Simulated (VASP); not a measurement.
# Bi2Te3 in VASP: relaxation of the atoms with PBE+D3(BJ)

Aim: the relaxation of the atoms of Bi2Te3 with PBE+D3(BJ).

All numbers are computed with VASP 6.6.1; they aren't measurements. Logs are shortened: lines on timing, memory, paths and dates and some standing lists are left out, and cuts for length are marked.

## (1) The cell of the first run

The cell holds a slab with vacuum, 5 atoms: a = 4.351 Å, b = 4.351 Å, c = 25.582 Å, α = 90.00°, β = 90.00°, γ = 120.00°.

## (2) Relaxation of the atoms, PBE+D3(BJ)

Input file INCAR:

```
SYSTEM = Bi2Te3
  ALGO = Normal
  DIPOL = 0.5 0.5 0.500
  EDIFF = 1E-7
  EDIFFG = -0.04
  ENCUT = 450
  GGA = PE
  GGA_COMPAT = .False.
  IBRION = 2
  IDIPOL = 3
  ISIF = 2
  ISMEAR = 0
  IVDW = 12
  LASPH = .True.
  LCHARG = .False.
  LDIPOL = .True.
  LREAL = .False.
  LWAVE = .False.
  NELM = 120
  NELMDL = -8
  NELMIN = 4
  NSW = 60
  PREC = Accurate
  SIGMA = 0.05
```

Input file KPOINTS:

```
k-points
0
Gamma
  9 9 1
  0 0 0
```

Input file POSCAR:

```
Bi2Te3
1.0
    4.3510815614      0.0000000000      0.0000000000
   -2.1755407807      3.7681471661      0.0000000000
    0.0000000000      0.0000000000     25.5819381340
Te Bi
3 2
Direct
    0.0000000000      0.0000000000      0.3518107171
    0.6666666667      0.3333333333      0.4999998125
    0.3333333333      0.6666666667      0.6481892829
    0.3333333333      0.6666666667      0.4198643859
    0.0000000000      0.0000000000      0.5801359373
```

Potentials or basis: VASP PAW PBE potentials, release 64 (Te, Bi_d).

Started as:

```console
> cat potpaw_PBE.64/Te/POTCAR potpaw_PBE.64/Bi_d/POTCAR > POTCAR
> mpirun -np 1 vasp_std > vasp.out
```

OUTCAR:

```text
SYSTEM = Bi2Te3
   EDIFF = 1E-7
   EDIFFG = -0.04
   ENCUT = 450
   GGA = PE
   IBRION = 2
   ISIF = 2
   ISMEAR = 0
   IVDW = 12
   LASPH = .True.
   LREAL = .False.
   NELM = 120
   NELMDL = -8
   NELMIN = 4
   NSW = 60
   PREC = Accurate
 IVDW          = 12

 ion  position               nearest neighbor table
   1  0.000  0.000  0.352-   4 3.06   4 3.06   4 3.06
   2  0.667  0.333  0.500-   4 3.24   4 3.24   4 3.24   5 3.24   5 3.24   5 3.24
   3  0.333  0.667  0.648-   5 3.06   5 3.06   5 3.06
   4  0.333  0.667  0.420-   1 3.06   1 3.06   1 3.06   2 3.24   2 3.24   2 3.24
   5  0.000  0.000  0.580-   3 3.06   3 3.06   3 3.06   2 3.24   2 3.24   2 3.24

  LATTYP: Found a hexagonal cell.
 ALAT       =     4.3510815614
 C/A-ratio  =     5.8794434839

  Lattice vectors:

 A1 = (   4.3510815614,   0.0000000000,   0.0000000000)
 A2 = (  -2.1755407807,   3.7681471661,   0.0000000000)
 A3 = (   0.0000000000,   0.0000000000,  25.5819381340)

Analysis of symmetry for initial positions (statically):
=====================================================================
 Subroutine PRICEL returns:
 Original cell was already a primitive cell.

 Routine SETGRP: Setting up the symmetry group for a
 hexagonal supercell.

 Subroutine GETGRP returns: Found 12 space group operations
 (whereof  6 operations were pure point group operations)
 out of a pool of 24 trial point group operations.

The static configuration has the point symmetry C_3v.
 The point group associated with its full space group is D_3d.

Analysis of symmetry for dynamics (positions and initial velocities):
=====================================================================
 Subroutine PRICEL returns:
 Original cell was already a primitive cell.

 Routine SETGRP: Setting up the symmetry group for a
 hexagonal supercell.

 Subroutine GETGRP returns: Found 12 space group operations
 (whereof  6 operations were pure point group operations)
 out of a pool of 24 trial point group operations.

The dynamic configuration has the point symmetry C_3v.
 The point group associated with its full space group is D_3d.

 Subroutine INISYM returns: Found 12 space group operations
 (whereof  6 operations are pure point group operations),
 and found     1 'primitive' translations

----------------------------------------------------------------------------------------

                                     Primitive cell

  volume of cell :     419.4291

  direct lattice vectors                    reciprocal lattice vectors
     4.351081561  0.000000000  0.000000000     0.229827914  0.132691208  0.000000000
    -2.175540781  3.768147166  0.000000000     0.000000000  0.265382416  0.000000000
     0.000000000  0.000000000 25.581938134     0.000000000  0.000000000  0.039090080

  length of vectors
     4.351081561  4.351081561 25.581938134     0.265382416  0.265382416  0.039090080

  position of ions in fractional coordinates (direct lattice)
     0.000000000  0.000000000  0.351810717
     0.666666667  0.333333333  0.499999813
     0.333333333  0.666666667  0.648189283
     0.333333333  0.666666667  0.419864386
     0.000000000  0.000000000  0.580135937

  ion indices of the primitive-cell ions
   primitive index   ion index
                 1           1
                 2           2
                 3           3
                 4           4
                 5           5

----------------------------------------------------------------------------------------

 KPOINTS: k-points

Automatic generation of k-mesh.
 Grid dimensions read from file:
 generate k-points for:    9    9    1

 Generating k-lattice:

  Cartesian coordinates                     Fractional coordinates (reciprocal lattice)
     0.025536435  0.014743468  0.000000000     0.111111111  0.000000000  0.000000000
     0.000000000  0.029486935  0.000000000     0.000000000  0.111111111  0.000000000
     0.000000000  0.000000000  0.039090080     0.000000000  0.000000000  1.000000000

  Length of vectors
     0.029486935  0.029486935  0.039090080

  Shift w.r.t. Gamma in fractional coordinates (k-lattice)
     0.000000000  0.000000000  0.000000000

 Subroutine IBZKPT returns following result:
 ===========================================

 Found     12 irreducible k-points:

 Following reciprocal coordinates:
            Coordinates               Weight
  0.000000  0.000000  0.000000      1.000000
  0.111111  0.000000  0.000000      6.000000
  0.222222  0.000000  0.000000      6.000000
  0.333333  0.000000  0.000000      6.000000
  0.444444  0.000000  0.000000      6.000000
  0.111111  0.111111  0.000000      6.000000
  0.222222  0.111111  0.000000     12.000000
  0.333333  0.111111  0.000000     12.000000
  0.444444  0.111111  0.000000      6.000000
  0.222222  0.222222  0.000000      6.000000
  0.333333  0.222222  0.000000     12.000000
  0.333333  0.333333  0.000000      2.000000
   k-points           NKPTS =     12   k-points in BZ     NKDIM =     12   number of bands    NBANDS=     28
   number of dos      NEDOS =    301   number of ions     NIONS =      5
   total plane-waves  NPLWV = 162000
   dimension x,y,z NGX =    30 NGY =   30 NGZ =  180
   dimension x,y,z NGXF=    60 NGYF=   60 NGZF=  360
   ions per type =               3   2
   NGX,Y,Z   is equivalent  to a cutoff of  11.46, 11.46, 11.70 a.u.
   NGXF,Y,Z  is equivalent  to a cutoff of  22.92, 22.92, 23.39 a.u.
 SYSTEM =  Bi2Te3
   PREC   = accura    normal or accurate (medium, high low for compatibility)
   ISTART =      0    job   : 0-new  1-cont  2-samecut
   ICHARG =      2    charge: 1-file 2-atom 10-const
   ISPIN  =      1    spin polarized calculation?
   LNONCOLLINEAR =      F non collinear calculations
   LSORBIT =      F    spin-orbit coupling
   LASPH  =      T    aspherical Exc in radial PAW
   ENCUT  =  450.0 eV  33.07 Ry    5.75 a.u.   7.53  7.53 44.25*2*pi/ulx,y,z
   NELM   =    120;   NELMIN=  4; NELMDL= -8     # of ELM steps
   EDIFF  = 0.1E-06   stopping-criterion for ELM
   LREAL  =      F    real-space projection
   EDIFFG = -.4E-01   stopping-criterion for IOM
   NSW    =     60    number of steps for IOM
   IBRION =      2    ionic relax: 0-MD 1-quasi-New 2-CG
   NFREE  =      1    steps in history (QN), initial steepest desc. (CG)
   ISIF   =      2    stress and relaxation
   ISYM   =      2    0-nonsym 1-usesym 2-fastsym
   POTIM  = 0.5000    time-step for ionic-motion
   TEBEG  =    0.0;   TEEND  =   0.0 temperature during run
   PSTRESS=    0.0 pullay stress
   NELECT =      48.0000    total number of electrons
   NUPDOWN=      -1.0000    fix difference up-down
   EMIN   =  10.00;   EMAX   =-10.00  energy-range for DOS
   EFERMI =   0.00;   METHOD = LEGACY
   ISMEAR =     0;   SIGMA  =   0.05  broadening in eV -4-tet -1-fermi 0-gaus
   EFERMI_NEDOS =   21; number of points for ismear=-14 and -15
   IALGO  =     38    algorithm
   IMIX   =      4    mixing-type and parameters
     AMIX     =   0.40;   BMIX     =  1.00
     AMIX_MAG =   1.60;   BMIX_MAG =  1.00
  volume/ion in A,a.u.               =      83.89       566.09
  Fermi-wavevector in a.u.,A,eV,Ry     =   0.794821  1.501993  8.595340  0.631740
  Thomas-Fermi vector in A             =   1.901028
   LORBIT       =      0    0 simple, 1 ext, 2 COOP (PROOUT), +10 PAW based schemes
   GGA     = PE    functional components
   LHFCALC =     F    Hartree Fock is set to
   AEXX    =    0.0000 exact exchange contribution
   IVDW    =    12    specifies the selected vdW correction
   LEPSILON=     F    determine dielectric tensor
   LRPA    =     F    only Hartree local field effects (RPA)
 conjugate gradient relaxation of ions
 non-spin polarized calculation
 Gauss-broadening in eV      SIGMA  =   0.05
  energy-cutoff  :      450.00
  volume of cell :      419.43
 maximum number of plane-waves:      9139
 NGX is ok and might be reduce to    30
   NGX = 15   NGY = 15   NGZ = 89

 dipolmoment           0.000000      0.000000     -0.000000 electrons x Angstroem

 number of electron      48.0000026 magnetization

 dipolmoment           0.000000      0.000000      0.000124 electrons x Angstroem

 Free energy of the ion-electron system (eV)
  ---------------------------------------------------
  ext. energy  EPLUGINS =         0.00000000
  ---------------------------------------------------
  free energy    TOTEN  =       -18.32441125 eV

  energy without entropy =      -18.32441125  energy(sigma->0) =      -18.32441125

 E-fermi :  -0.7101     XC(G=0):  -4.2303

 val. band max:       -0.9542086214   @ k =   0.1111   0.1111   0.0000
 cond. band min:       0.1096757589   @ k =   0.0000   0.0000   0.0000
 fundamental gap:      1.0638843803
 Fermi energy:        -0.7101104232

 k-point     1 :       0.0000    0.0000    0.0000
  band No.  band energies     occupation
      1     -23.6046      2.00000
      2     -23.6046      2.00000
      3     -23.6032      2.00000
      4     -23.6032      2.00000
      5     -23.5936      2.00000
      6     -23.5921      2.00000
[... 20 lines left out ...]
     27       0.6685      0.00000
     28       1.4964      0.00000

 k-point     2 :       0.1111    0.0000    0.0000
  band No.  band energies     occupation
      1     -23.6055      2.00000
      2     -23.6039      2.00000
      3     -23.6031      2.00000
      4     -23.6016      2.00000
      5     -23.5927      2.00000
      6     -23.5914      2.00000
[... 20 lines left out ...]
     27       0.9512      0.00000
     28       1.4754      0.00000

 k-point     3 :       0.2222    0.0000    0.0000
  band No.  band energies     occupation
      1     -23.6082      2.00000
      2     -23.6063      2.00000
      3     -23.5997      2.00000
      4     -23.5982      2.00000
      5     -23.5937      2.00000
      6     -23.5917      2.00000
[... 244 lines left out ...]
      3     -23.6009      2.00000
      4     -23.5979      2.00000
      5     -23.5935      2.00000
      6     -23.5921      2.00000
[... 20 lines left out ...]
     27       1.5793      0.00000
     28       2.8845      0.00000

 k-point    12 :       0.3333    0.3333    0.0000
  band No.  band energies     occupation
      1     -23.6064      2.00000
      2     -23.6057      2.00000
      3     -23.6041      2.00000
      4     -23.5995      2.00000
      5     -23.5903      2.00000
      6     -23.5902      2.00000
[... 20 lines left out ...]
     27       1.6280      0.00000
     28       2.9118      0.00000

------------------------ aborting loop because EDIFF is reached ----------------------------------------

 vacuum level on the upper side and lower side of the slab       (xc-potential included)        -0.079        -0.080

 Edisp (eV)   -1.78407

 E8    (eV) :    -0.8773

  FORCE on cell =-STRESS in cart. coord.  units (eV):
  Direction    XX          YY          ZZ          XY          YZ          ZX
  --------------------------------------------------------------------------------------
  -------------------------------------------------------------------------------------
  Total       0.01757     0.01757    -0.04184     0.00000     0.00000     0.00000
  in kB       0.06713     0.06713    -0.15982     0.00000     0.00000     0.00000
  external pressure =       -0.01 kB  Pullay stress =        0.00 kB

 VOLUME and BASIS-vectors are now :
 -----------------------------------------------------------------------------
  energy-cutoff  :      450.00
  volume of cell :      419.43
      direct lattice vectors                 reciprocal lattice vectors
     4.351081561  0.000000000  0.000000000     0.229827914  0.132691208  0.000000000
    -2.175540781  3.768147166  0.000000000     0.000000000  0.265382416  0.000000000
     0.000000000  0.000000000 25.581938134     0.000000000  0.000000000  0.039090080

 POSITION                                       TOTAL-FORCE (eV/Angst)
 -----------------------------------------------------------------------------------
      0.00000      0.00000      9.00000        -0.000000     -0.000000     -0.003124
      2.17554      1.25605     12.79096         0.000000      0.000000     -0.000000
     -0.00000      2.51210     16.58194         0.000000      0.000000      0.003124
     -0.00000      2.51210     10.74094        -0.000000     -0.000000      0.009748
      0.00000      0.00000     14.84100         0.000000      0.000000     -0.009748
 -----------------------------------------------------------------------------------
    total drift:                                0.000000     -0.000000      0.010528

  FREE ENERGIE OF THE ION-ELECTRON SYSTEM (eV)
  ---------------------------------------------------
  free  energy   TOTEN  =       -20.1084859595 eV

  energy  without entropy=      -20.1084859595  energy(sigma->0) =      -20.10848596

 reached required accuracy - stopping structural energy minimisation

 vacuum level on the upper side and lower side of the slab         4.373         4.371
```

It took 4.4 min on 1 thread of Intel Xeon Platinum 8488C (Sapphire Rapids), shared host; peak memory 0.47 GiB.

Results:

* Free energy: -20.1085 eV
* Largest force after relaxing: 0.010 eV/Å
* Band gap on the k mesh: 1.06 eV (least direct gap 1.33 eV)
* Dispersion energy per atom: -0.357 eV

Forces in eV/Å, atoms in the order of the input:
```
Te   0.000  0.000 -0.003
Te   0.000  0.000  0.000
Te   0.000  0.000  0.003
Bi   0.000  0.000  0.010
Bi   0.000  0.000 -0.010
```

Final structure:
```xyz
5
Lattice="4.3511 0.0000 0.0000 -2.1755 3.7681 0.0000 0.0000 0.0000 25.5819" Properties=species:S:1:pos:R:3 pbc="T T T"
Te    0.0000    0.0000    9.0000
Te    2.1755    1.2560   12.7910
Te    0.0000    2.5121   16.5819
Bi    0.0000    2.5121   10.7409
Bi    0.0000    0.0000   14.8410
```

Levels at points of the mesh, in eV from the valence-band top:
```csv
k point,band 22,band 23,band 24,band 25,band 26,band 27
"(0.00, 0.00, 0.00)",-0.44,-0.27,-0.27,1.06,1.62,1.62
```

Caveat: the relaxation stopped at its first step, so nothing moved; spin-orbit coupling is left out, which moves the levels of the heavy elements.
